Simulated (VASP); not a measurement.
# Al: single point with PBE

Crystal: Al.

```
CELL_PARAMETERS angstrom
-1.58054 1.58054 1.58054
1.58054 -1.58054 1.58054
1.58054 1.58054 -1.58054
ATOMIC_POSITIONS crystal
Al 0.00000 0.00000 0.00000
```

This cell differs from its parent crystal: volume scaled by 0.98.

| Property | Result |
| --- | --- |
| Program | VASP 6.6.1 |
| Task | single point |
| Functional | PBE |
| Potentials or basis | VASP PAW PBE potentials, release 64 (Al) |
| Cutoff | 520 eV |
| k mesh | 12 × 12 × 12 |
| Occupations | fermi-dirac, width 0.05 eV |
| Spin | no spin polarisation |

| Item | Value |
| --- | --- |
| Pressure | 5.6 GPa |

Levels at points of the mesh, in eV from the Fermi level:
| k point | band 1 | band 2 | band 3 | band 4 | band 5 |
| --- | --- | --- | --- | --- | --- |
| (0.00, 0.00, 0.00) | -11.43 | 13.55 | 13.55 | 13.55 | 15.37 |
| (0.50, 0.00, 0.00) | -4.48 | -3.90 | 8.38 | 8.51 | 10.30 |
| (0.50, 0.50, 0.50) | 1.95 | 1.95 | 1.95 | 2.93 | 2.93 |

Wall time 2.5 s on 1 thread of Intel(R) Xeon(R) 6975P-C (Granite Rapids), on a shared host, peak memory 0.12 GiB.
